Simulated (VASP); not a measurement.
A run of VASP 6.6.1:

File INCAR:

```
SYSTEM = In3Se
ALGO = Normal ; EDIFF = 1E-6
ENCUT = 500 ; GGA = PS
GGA_COMPAT = .FALSE. ; ISIF = 2
ISMEAR = 0 ; IVDW = 12
LASPH = .TRUE. ; LCHARG = .TRUE.
LELF = .TRUE. ; LREAL = .FALSE.
LVHAR = .TRUE. ; LWAVE = .FALSE.
NBANDS = 30 ; NELM = 120
PREC = Accurate ; SIGMA = 0.15
```

Contents of KPOINTS:

```
k-points
0
G
  10 10 10
  0 0 0
```

File POSCAR:

```
In3Se
1.0
    4.2435767801     -0.3440737930      0.0000000000
   -0.3440737930      4.2435767801      0.0000000000
    0.0000000000      0.0000000000      4.5876505731
In Se
3 1
Direct
    0.0000000000      0.5000000000      0.5000000000
    0.5000000000      0.0000000000      0.5000000000
    0.5000000000      0.5000000000      0.0000000000
    0.0000000000      0.0000000000      0.0000000000
```

Potentials or basis: VASP PAW PBE potentials, release 64 (In_d, Se).

Command:

```bash
$ cat potpaw_PBE.64/In_d/POTCAR potpaw_PBE.64/Se/POTCAR > POTCAR
$ mpirun -np 1 vasp_std > vasp.out
```

Hardware: 1 thread of Oxide Virtual Turin-like Processor, with other jobs on the host.

Question: How long does it take, and how much memory?

Answer: Wall time 8.4 min on 1 thread of Oxide Virtual Turin-like Processor, with other jobs on the host, peak memory 0.42 GiB. Counts: scf iterations 13, k points 186.
